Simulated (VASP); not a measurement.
Write the native input for VASP 6.6.1 that does the following.

```
Task                   : single point
Functional             : PBE
Potentials or basis    : VASP PAW PBE potentials, release 64 (Si)
Cutoff                 : 520 eV
k mesh                 : 22 × 22 × 22
Occupations            : gaussian, width 0.05 eV
Spin                   : no spin polarisation
Dipole correction      : no
Further INCAR settings : ALGO = Normal; EDIFF = 1e-06; NBANDS = 8
```

The structure of Si lies in POSCAR:

```
Si
1.0
    0.0000000000      1.7644604178      1.7644604178
    1.7644604178      0.0000000000      1.7644604178
    1.7644604178      1.7644604178      0.0000000000
Si
1
Direct
    0.0000000000      0.0000000000      0.0000000000
```

This cell differs from its parent crystal: volume scaled by 0.760.

These files were run (other wordings do the same):

INCAR

```
SYSTEM = Si
PREC = Accurate
ENCUT = 520
EDIFF = 1E-6
ISMEAR = 0
SIGMA = 0.05
LREAL = .False.
LASPH = .True.
NELM = 60
ALGO = Normal
ISIF = 2
LWAVE = .False.
LCHARG = .True.
GGA = PE
LELF = .True.
LVHAR = .True.
NBANDS = 8
```

KPOINTS

```
regular mesh
0
Gamma
  22 22 22
  0 0 0
```

Potentials or basis: VASP PAW PBE potentials, release 64 (Si).

The run is started by

```console
$ cat potpaw_PBE.64/Si/POTCAR > POTCAR
$ mpirun -np 1 vasp_std > vasp.out
```

Results of the run:

```json
{
 "Pressure": "41.2 GPa",
 "Band gap on the k mesh": "zero (band 2 reaches 27.29 eV, above the bottom of band 3 at 10.88 eV)"
}
```

Wall time 14 s on 1 thread of Intel(R) Xeon(R) Platinum 8375C CPU @ 2.90GHz (Ice Lake), with other jobs on the host, peak memory 0.13 GiB.
